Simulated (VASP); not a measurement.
ReF2, 3 atoms in the cell. The structure is cubic, space group Fm-3m (No. 225). The conventional cell has a = 5.281 Å, b = 5.281 Å, c = 5.281 Å, α = 90.00°, β = 90.00°, γ = 90.00°. Re (site symmetry m-3m) has 8 F at 2.29 Å within 3.0 Å. Within 3.0 Å of F (site symmetry -43m) lie 4 Re at 2.29 Å and 6 F at 2.64 Å. 

- Program: VASP 6.6.1
- Task: single point
- Functional: PBE
- Potentials or basis: VASP PAW PBE potentials, release 64 (Re, F)
- Cutoff: 520 eV
- k mesh: 16 × 16 × 16
- Occupations: gaussian, width 0.1 eV
- Spin: collinear spin, ferromagnetic start
- Starting moments: [0.65, 0.0, 0.0] μB
- Dipole correction: no
- Further INCAR settings: ALGO = Normal; EDIFF = 1e-06; NBANDS = 22

Potentials or basis: VASP PAW PBE potentials, release 64 (Re, F).

The run is started by

```bash
$ cat potpaw_PBE.64/Re/POTCAR potpaw_PBE.64/F/POTCAR > POTCAR
$ mpirun -np 1 vasp_std > vasp.out
```

Hardware: 1 thread of Intel(R) Xeon(R) 6975P-C (Granite Rapids), on a shared host.

How long does it take, and how much memory?

Wall time 98 s on 1 thread of Intel(R) Xeon(R) 6975P-C (Granite Rapids) (shared host), peak memory 0.3 GiB. Counts: scf iterations 14, k points 145.
